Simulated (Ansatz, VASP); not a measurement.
**Ta3N in VASP and in Ansatz**

```
Ta N
1.0
     3.02177    0.00000    0.00000
    -1.51089    2.61693    0.00000
     0.00000    0.00000    7.55759
Ta N
3 1
Direct
  0.00000 0.00000 0.50000
  0.33333 0.66667 0.17360
  0.66667 0.33333 0.82640
  0.00000 0.00000 0.00000
```

Alike in both runs: functional PBE; k mesh 18 × 18 × 6; occupations gaussian, width 0.1 eV; no spin polarisation.

Ansatz relaxed the structure, and its values are those at the end. VASP's run is a single point on that final structure, the one shown.

|  | VASP | Ansatz |
| --- | --- | --- |
| version | VASP 6.6.1 | Ansatz 0.2.0 |
| potentials or method | VASP PAW PBE potentials, release 64 (Ta_pv, N), cutoff 520 eV | scalar-relativistic, plane waves, PAW |
| valence electrons in the cell | 38 | 44 |

VASP gave:

```
gap on the k mesh at the Fermi level (eV) : none
pressure (GPa)                            : 0.3
rms of the force components (eV/Å)        : 0.020
```

**Question.** Which values does Ansatz return?

**Answer.** gap on the k mesh at the Fermi level (eV): none; pressure (GPa): 0.0; rms of the force components (eV/Å): 0.000.

A gap of «none» marks a metal or a gap that the smearing closes. The functional is the same, so the differences come from potentials, cutoffs and numerics. VASP's potentials hold 38 valence electrons a cell and Ansatz's 44, so a difference there can come from the potentials and not from the codes.

Spin-orbit coupling is off throughout.
